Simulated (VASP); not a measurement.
Input of a VASP 6.6.1 run:

The input INCAR:

```
ALGO = Normal ; EDIFF = 1E-8
ENCUT = 500 ; GGA = CA
GGA_COMPAT = F ; IBRION = 8
ISIF = 2 ; ISMEAR = 0
LASPH = T ; LCHARG = F
LREAL = F ; LWAVE = F
NBANDS = 11 ; NELM = 120
NSW = 1 ; PREC = Accurate
SIGMA = 0.01
```

File KPOINTS:

```
k-points
0
Gamma
  8 8 8
```

The input POSCAR:

```
AlP
1.0
    2.7169267060      2.7169267060      0.0000000000
   -2.7169267060      2.7169267060      0.0000000000
    0.0000000000      2.7169267060      2.7169267060
Al P
1 1
Direct
    0.0000000000      0.0000000000      0.0000000000
    0.7500000000      0.2500000000      0.5000000000
```

Potentials or basis: VASP PAW LDA potentials, release 64 (Al, P).

The run is started by

```bash
$ cat potpaw_LDA.64/Al/POTCAR potpaw_LDA.64/P/POTCAR > POTCAR
$ mpirun -np 1 vasp_std > vasp.out
```

(1) Predict the highest phonon frequency at Γ, LO-TO splitting left out.

Results:

(1) 441 cm⁻¹.
